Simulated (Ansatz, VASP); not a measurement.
Sb: VASP and Ansatz over several settings

```
CELL_PARAMETERS angstrom
0.00000 2.40245 2.40245
2.40245 0.00000 2.40245
2.40245 2.40245 0.00000
ATOMIC_POSITIONS crystal
Sb 0.00000 0.00000 0.00000
```

Single points on this cell with VASP 6.6.1 and Ansatz 0.2.0. Each row is one pair of runs. Alike in all rows: spin: off; smearing: fermi-dirac, width 0.05 eV.

```csv
level,k mesh,"VASP's potentials, cutoff","Ansatz's potentials, cutoff","gap on the k mesh at the Fermi level (eV), VASP","gap on the k mesh at the Fermi level (eV), Ansatz","pressure (GPa), VASP","pressure (GPa), Ansatz"
LDA,10 × 10 × 10,"VASP PAW LDA potentials, release 64 (Sb), 520 eV","Ansatz PAW, 420 eV",none,none,-4.4,-4.5
r2SCAN,10 × 10 × 10,"VASP PAW PBE potentials, release 64 (Sb), 520 eV","Ansatz PAW, 500 eV",none,none,-1.3,-1.2
HSE06,6 × 6 × 6,"VASP PAW PBE potentials, release 64 (Sb), 520 eV","Ansatz PAW, 420 eV",none,none,-3.4,-2.5
PBE0,6 × 6 × 6,"VASP PAW PBE potentials, release 64 (Sb), 520 eV","Ansatz PAW, 420 eV",none,none,-4.2,-3.1
```

Pressure (GPa): the two programs differ by at most 1.16.

VASP's potentials hold 5 valence electrons a cell and Ansatz's 15, so a difference there can come from the potentials and not from the codes.

A gap of «none» marks a metal or a gap that the smearing closes.

The k mesh is coarse in some rows, so the values compare programs but aren't converged. Neither program's run includes spin-orbit coupling.
